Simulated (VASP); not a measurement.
# TiAl (P-6m2) in VASP: further runs

The runs below take TiAl through single point, with PBEsol.

All numbers are computed with VASP 6.6.1; they aren't measurements. Logs are shortened: lines on timing, memory, paths and dates and some standing lists are left out, and cuts for length are marked.

## 1. The cell of the first run

It takes space group P-6m2 (No. 187, hexagonal). The conventional cell has a = 2.905 Å, b = 2.905 Å, c = 4.496 Å, α = 90.00°, β = 90.00°, γ = 120.00°. Within 3.7 Å of Ti (site symmetry -6m2) lie 6 Al at 2.80 Å and 6 Ti at 2.90 Å. Al (site symmetry -6m2) has 6 Ti at 2.80 Å and 6 Al at 2.90 Å within 3.7 Å.

## 2. Single point, PBEsol

Input file INCAR:

```
SYSTEM = TiAl
ALGO = Normal
EDIFF = 1E-6
ENCUT = 520
GGA = PS
ISIF = 2
ISMEAR = 0
LASPH = .True.
LCHARG = .True.
LELF = .True.
LREAL = .False.
LVHAR = .True.
LWAVE = .False.
NBANDS = 14
NELM = 100
PREC = Accurate
SIGMA = 0.15
```

Input file KPOINTS:

```
k-points
0
Gamma
  18 18 10
  0 0 0
```

Input file POSCAR:

```
TiAl
1.0
    2.9045000000      0.0000000000      0.0000000000
   -1.4522500000      2.5153707853      0.0000000000
    0.0000000000      0.0000000000      4.4960000000
Ti Al
1 1
Direct
    0.0000000000      0.0000000000      0.0000000000
    0.3333333333      0.6666666667      0.5000000000
```

Potentials or basis: VASP PAW PBE potentials, release 64 (Ti_sv, Al).

Run with:

```
> cat potpaw_PBE.64/Ti_sv/POTCAR potpaw_PBE.64/Al/POTCAR > POTCAR
> mpirun -np 1 vasp_std > vasp.out
```

OUTCAR:

```text
SYSTEM = TiAl
   EDIFF = 1E-6
   ENCUT = 520
   GGA = PS
   ISIF = 2
   ISMEAR = 0
   LASPH = .True.
   LREAL = .False.
   NELM = 100
   PREC = Accurate

 ion  position               nearest neighbor table
   1  0.000  0.000  0.000-   2 2.80   2 2.80   2 2.80   2 2.80   2 2.80   2 2.80
   2  0.333  0.667  0.500-   1 2.80   1 2.80   1 2.80   1 2.80   1 2.80   1 2.80

  LATTYP: Found a hexagonal cell.
 ALAT       =     2.9045000000
 C/A-ratio  =     1.5479428473

  Lattice vectors:

 A1 = (   2.9045000000,   0.0000000000,   0.0000000000)
 A2 = (  -1.4522500000,   2.5153707853,   0.0000000000)
 A3 = (   0.0000000000,   0.0000000000,   4.4960000000)

Analysis of symmetry for initial positions (statically):
=====================================================================
 Subroutine PRICEL returns:
 Original cell was already a primitive cell.

 Routine SETGRP: Setting up the symmetry group for a
 hexagonal supercell.

 Subroutine GETGRP returns: Found 12 space group operations
 (whereof 12 operations were pure point group operations)
 out of a pool of 24 trial point group operations.

The static configuration has the point symmetry D_3h.

Analysis of symmetry for dynamics (positions and initial velocities):
=====================================================================
 Subroutine PRICEL returns:
 Original cell was already a primitive cell.

 Routine SETGRP: Setting up the symmetry group for a
 hexagonal supercell.

 Subroutine GETGRP returns: Found 12 space group operations
 (whereof 12 operations were pure point group operations)
 out of a pool of 24 trial point group operations.

The dynamic configuration has the point symmetry D_3h.

 Subroutine INISYM returns: Found 12 space group operations
 (whereof 12 operations are pure point group operations),
 and found     1 'primitive' translations

----------------------------------------------------------------------------------------

                                     Primitive cell

  volume of cell :      32.8473

  direct lattice vectors                    reciprocal lattice vectors
     2.904500000  0.000000000  0.000000000     0.344293338  0.198777851  0.000000000
    -1.452250000  2.515370785  0.000000000     0.000000000  0.397555703  0.000000000
     0.000000000  0.000000000  4.496000000     0.000000000  0.000000000  0.222419929

  length of vectors
     2.904500000  2.904500000  4.496000000     0.397555703  0.397555703  0.222419929

  position of ions in fractional coordinates (direct lattice)
     0.000000000  0.000000000  0.000000000
     0.333333333  0.666666667  0.500000000

  ion indices of the primitive-cell ions
   primitive index   ion index
                 1           1
                 2           2

----------------------------------------------------------------------------------------

 KPOINTS: k-points

Automatic generation of k-mesh.
 Grid dimensions read from file:
 generate k-points for:   18   18   10

 Generating k-lattice:

  Cartesian coordinates                     Fractional coordinates (reciprocal lattice)
     0.019127408  0.011043214  0.000000000     0.055555556  0.000000000  0.000000000
     0.000000000  0.022086428  0.000000000     0.000000000  0.055555556  0.000000000
     0.000000000  0.000000000  0.022241993     0.000000000  0.000000000  0.100000000

  Length of vectors
     0.022086428  0.022086428  0.022241993

  Shift w.r.t. Gamma in fractional coordinates (k-lattice)
     0.000000000  0.000000000  0.000000000

 Subroutine IBZKPT returns following result:
 ===========================================

 Found    222 irreducible k-points:

 Following reciprocal coordinates:
            Coordinates               Weight
  0.000000  0.000000  0.000000      1.000000
  0.055556 -0.000000  0.000000      6.000000
  0.111111 -0.000000  0.000000      6.000000
  0.166667 -0.000000  0.000000      6.000000
  0.222222 -0.000000  0.000000      6.000000
  0.277778 -0.000000  0.000000      6.000000
[... 16 lines left out ...]
  0.333333  0.111111  0.000000     12.000000
  0.388889  0.111111  0.000000     12.000000
 [... further k-points ...]
   k-points           NKPTS =    222   k-points in BZ     NKDIM =    222   number of bands    NBANDS=     14
   number of dos      NEDOS =    301   number of ions     NIONS =      2
   total plane-waves  NPLWV =  20736
   dimension x,y,z NGX =    24 NGY =   24 NGZ =   36
   dimension x,y,z NGXF=    48 NGYF=   48 NGZF=   72
   ions per type =               1   1
   NGX,Y,Z   is equivalent  to a cutoff of  13.74, 13.74, 13.31 a.u.
   NGXF,Y,Z  is equivalent  to a cutoff of  27.47, 27.47, 26.62 a.u.
 SYSTEM =  TiAl
   PREC   = accura    normal or accurate (medium, high low for compatibility)
   ISTART =      0    job   : 0-new  1-cont  2-samecut
   ICHARG =      2    charge: 1-file 2-atom 10-const
   ISPIN  =      1    spin polarized calculation?
   LNONCOLLINEAR =      F non collinear calculations
   LSORBIT =      F    spin-orbit coupling
   LASPH  =      T    aspherical Exc in radial PAW
   ENCUT  =  520.0 eV  38.22 Ry    6.18 a.u.   5.40  5.40  8.36*2*pi/ulx,y,z
   NELM   =    100;   NELMIN=  2; NELMDL= -5     # of ELM steps
   EDIFF  = 0.1E-05   stopping-criterion for ELM
   LREAL  =      F    real-space projection
   EDIFFG = 0.1E-04   stopping-criterion for IOM
   NSW    =      0    number of steps for IOM
   IBRION =     -1    ionic relax: 0-MD 1-quasi-New 2-CG
   NFREE  =      0    steps in history (QN), initial steepest desc. (CG)
   ISIF   =      2    stress and relaxation
   ISYM   =      2    0-nonsym 1-usesym 2-fastsym
   POTIM  = 0.5000    time-step for ionic-motion
   TEBEG  =    0.0;   TEEND  =   0.0 temperature during run
   PSTRESS=    0.0 pullay stress
   NELECT =      15.0000    total number of electrons
   NUPDOWN=      -1.0000    fix difference up-down
   EMIN   =  10.00;   EMAX   =-10.00  energy-range for DOS
   EFERMI =   0.00;   METHOD = LEGACY
   ISMEAR =     0;   SIGMA  =   0.15  broadening in eV -4-tet -1-fermi 0-gaus
   EFERMI_NEDOS =   21; number of points for ismear=-14 and -15
   IALGO  =     38    algorithm
   IMIX   =      4    mixing-type and parameters
     AMIX     =   0.40;   BMIX     =  1.00
     AMIX_MAG =   1.60;   BMIX_MAG =  1.00
  volume/ion in A,a.u.               =      16.42       110.83
  Fermi-wavevector in a.u.,A,eV,Ry     =   1.260681  2.382342 21.623979  1.589318
  Thomas-Fermi vector in A             =   2.394179
   LORBIT       =      0    0 simple, 1 ext, 2 COOP (PROOUT), +10 PAW based schemes
   GGA     = PS    functional components
   LHFCALC =     F    Hartree Fock is set to
   AEXX    =    0.0000 exact exchange contribution
   IVDW    =     0    specifies the selected vdW correction
   LEPSILON=     F    determine dielectric tensor
   LRPA    =     F    only Hartree local field effects (RPA)
 non-spin polarized calculation
 Gauss-broadening in eV      SIGMA  =   0.15
  energy-cutoff  :      520.00
  volume of cell :       32.85
 maximum number of plane-waves:       905
 NGX is ok and might be reduce to    24
   NGX = 11   NGY = 11   NGZ = 17

 number of electron      14.9999995 magnetization

 Free energy of the ion-electron system (eV)
  ---------------------------------------------------
  ext. energy  EPLUGINS =         0.00000000
  ---------------------------------------------------
  free energy    TOTEN  =       -12.92715429 eV

  energy without entropy =      -12.89680717  energy(sigma->0) =      -12.91198073

 E-fermi :   7.8720     XC(G=0): -11.0935

 val. band max:        7.8717052561   @ k =   0.1667   0.1111   0.3000
 cond. band min:       7.8733697562   @ k =   0.3333   0.3333   0.3000
 fundamental gap:      0.0016645002
 Fermi energy:         7.8720475751

 k-point     1 :       0.0000    0.0000    0.0000
  band No.  band energies     occupation
      1     -48.4038      2.00000
      2     -24.8334      2.00000
      3     -24.4394      2.00000
      4     -24.4394      2.00000
      5      -1.0002      2.00000
      6       5.7606      2.00000
      7       6.4898      2.00000
      8       9.1231      0.00000
      9       9.1231      0.00000
     10      10.5182      0.00000
     11      10.5182      0.00000
     12      12.4643      0.00000
     13      20.3161      0.00000
     14      20.3161      0.00000

 k-point     2 :       0.0556   -0.0000    0.0000
  band No.  band energies     occupation
      1     -48.4013      2.00000
      2     -24.8308      2.00000
      3     -24.4555      2.00000
      4     -24.4430      2.00000
      5      -0.9249      2.00000
      6       5.8381      2.00000
      7       6.4849      2.00000
      8       9.0483      0.00000
      9       9.1833      0.00000
     10      10.4968      0.00000
     11      10.5542      0.00000
     12      12.4768      0.00000
     13      19.1152      0.00000
     14      19.5996      0.00000

 k-point     3 :       0.1111   -0.0000    0.0000
  band No.  band energies     occupation
      1     -48.3941      2.00000
      2     -24.8235      2.00000
      3     -24.5018      2.00000
      4     -24.4535      2.00000
      5      -0.7004      2.00000
      6       6.0606      2.00000
      7       6.4714      2.00000
      8       8.8421      0.00000
      9       9.3604      0.00000
     10      10.4359      0.00000
     11      10.6612      0.00000
     12      12.5099      0.00000
     13      17.3673      0.00000
     14      18.7006      0.00000

 k-point     4 :       0.1667   -0.0000    0.0000
  band No.  band energies     occupation
      1     -48.3830      2.00000
      2     -24.8122      2.00000
      3     -24.5723      2.00000
      4     -24.4696      2.00000
      5      -0.3304      2.00000
      6       6.3917      2.00000
      7       6.4521      2.00000
      8       8.5525      0.00000
      9       9.6436      0.00000
     10      10.3440      0.00000
     11      10.8358      0.00000
     12      12.5459      0.00000
     13      15.6741      0.00000
     14      17.8897      0.00000

 k-point     5 :       0.2222   -0.0000    0.0000
  band No.  band energies     occupation
      1     -48.3695      2.00000
      2     -24.7983      2.00000
      3     -24.6580      2.00000
      4     -24.4893      2.00000
      5       0.1790      2.00000
      6       6.4308      2.00000
      7       6.7479      2.00000
      8       8.2443      0.00045
      9      10.0144      0.00000
     10      10.2337      0.00000
     11      11.0716      0.00000
[... 276 lines left out ...]
 k-point    22 :       0.2778    0.1111    0.0000
  band No.  band energies     occupation
      1     -48.3377      2.00000
      2     -24.8298      2.00000
      3     -24.7659      2.00000
      4     -24.5605      2.00000
      5       1.7907      2.00000
      6       6.4628      2.00000
      7       7.0324      2.00000
      8       7.6535      1.96068
      9       9.6595      0.00000
     10      10.6309      0.00000
     11      12.0635      0.00000
     12      12.0678      0.00000
     13      13.3213      0.00000
     14      14.3752      0.00000

 k-point    23 :       0.3333    0.1111    0.0000
  band No.  band energies     occupation
      1     -48.3272      2.00000
      2     -24.8883      2.00000
      3     -24.7552      2.00000
      4     -24.5809      2.00000
      5       2.6537      2.00000
      6       6.4852      2.00000
      7       6.5796      2.00000
      8       7.3506      2.00000
      9       9.4933      0.00000
     10      10.7758      0.00000
     11      12.0167      0.00000
     12      12.4684      0.00000
     13      13.4341      0.00000
     14      14.2473      0.00000

 k-point    24 :       0.3889    0.1111    0.0000
  band No.  band energies     occupation
      1     -48.3203      2.00000
      2     -24.9263      2.00000
      3     -24.7482      2.00000
      4     -24.5942      2.00000
      5       3.5852      2.00000
      6       5.7824      2.00000
      7       6.5050      2.00000
      8       7.1238      2.00000
      9       9.3803      0.00000
     10      11.0129      0.00000
     11      12.0318      0.00000
     12      12.7979      0.00000
     13      13.4116      0.00000
     14      14.4695      0.00000

 [... further k-points ...]

------------------------ aborting loop because EDIFF is reached ----------------------------------------

  FORCE on cell =-STRESS in cart. coord.  units (eV):
  Direction    XX          YY          ZZ          XY          YZ          ZX
  --------------------------------------------------------------------------------------
  -------------------------------------------------------------------------------------
  Total       -0.5227601     -0.5227601      0.6915717      0.0000000      0.0000000      0.0000000
  in kB      -25.4984225    -25.4984225     33.7324656      0.0000000      0.0000000      0.0000000
  external PRESSURE =      -5.7547931 kB  Pullay stress =       0.0000000 kB

 VOLUME and BASIS-vectors are now :
 -----------------------------------------------------------------------------
  energy-cutoff  :      520.00
  volume of cell :       32.85
      direct lattice vectors                 reciprocal lattice vectors
     2.904500000  0.000000000  0.000000000     0.344293338  0.198777851  0.000000000
    -1.452250000  2.515370785  0.000000000     0.000000000  0.397555703  0.000000000
     0.000000000  0.000000000  4.496000000     0.000000000  0.000000000  0.222419929

 POSITION                                       TOTAL-FORCE (eV/Angst)
 -----------------------------------------------------------------------------------
      0.00000      0.00000      0.00000         0.000000      0.000000      0.000000
     -0.00000      1.67691      2.24800        -0.000000      0.000000      0.000000
 -----------------------------------------------------------------------------------
    total drift:                                0.000000     -0.000000      0.000000

  FREE ENERGIE OF THE ION-ELECTRON SYSTEM (eV)
  ---------------------------------------------------
  free  energy   TOTEN  =       -12.9271542945 eV

  energy  without entropy=      -12.8968071711  energy(sigma->0) =      -12.91198073
```

Run time: 41 s. Hardware: 1 thread of Intel Xeon 6975P-C (Granite Rapids), shared host; peak memory 0.24 GiB.

Results:

```
Free energy            : -12.9272 eV
Pressure               : -0.6 GPa
Band gap on the k mesh : zero (an odd number of electrons rules out a gap without spin polarisation)
```

Levels at points of the mesh, in eV from the Fermi level:
| k point | band 5 | band 6 | band 7 | band 8 | band 9 | band 10 | band 11 | band 12 |
| --- | --- | --- | --- | --- | --- | --- | --- | --- |
| (0.00, 0.00, 0.00) | -8.87 | -2.11 | -1.38 | 1.25 | 1.25 | 2.65 | 2.65 | 4.59 |
| (0.50, 0.00, 0.00) | -3.80 | -2.91 | -1.50 | -0.92 | 1.98 | 3.85 | 4.24 | 4.45 |
| (0.00, 0.00, 0.50) | -7.81 | -5.20 | -0.16 | 1.27 | 1.27 | 2.53 | 2.53 | 7.68 |
| (0.50, 0.00, 0.50) | -3.75 | -2.32 | -1.82 | 0.48 | 1.04 | 1.71 | 3.38 | 3.85 |

Caveat: the stress differs along the axes, from -3 to 3 GPa; the PAW data sets were made with another functional, which shifts forces and pressure a little.

(Continued in part 2 of 3.)
